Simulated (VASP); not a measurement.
A run of VASP 6.6.1:

The input POSCAR:

```
N
1.0
    3.6290016496      0.0000000000      0.0000000000
   -1.8145008248      3.1428076190      0.0000000000
    0.0000000000      0.0000000000      5.8900000000
N
2
Direct
    0.3333333333      0.6666666667      0.2500000000
    0.6666666667      0.3333333333      0.7500000000
```

INCAR.step1

```
ALGO = Normal
EDIFF = 1E-4
ENCUT = 520
GGA = PE
ISMEAR = 0
LASPH = True
LCHARG = False
LREAL = False
LWAVE = True
NBANDS = 12
NELM = 100
PREC = Accurate
SIGMA = 0.15
```

File INCAR.step2:

```
ALGO = Normal
EDIFF = 1E-6
ENCUT = 520
ISIF = 2
ISMEAR = 0
ISTART = 1
LASPH = True
LCHARG = False
LMIXTAU = True
LREAL = False
LWAVE = False
METAGGA = R2SCAN
NBANDS = 12
NELM = 100
PREC = Accurate
SIGMA = 0.15
```

The input KPOINTS:

```
k-points
0
Gamma
  18 18 10
```

Potentials or basis: VASP PAW PBE potentials, release 64 (N).

Launch:

```bash
$ cat potpaw_PBE.64/N/POTCAR > POTCAR
$ cp INCAR.step1 INCAR
$ mpirun -np 1 vasp_std > vasp.out
$ cp INCAR.step2 INCAR
$ mpirun -np 1 vasp_std > vasp.out
```

Hardware: 1 thread of Intel(R) Xeon(R) Platinum 8488C (Sapphire Rapids), on a shared host.

Problem. How long does it take, and how much memory?

Solution. Run time: 5.2 min on 1 thread of Intel(R) Xeon(R) Platinum 8488C (Sapphire Rapids), with other jobs on the host, peak memory 0.28 GiB. Counts: k points 222.
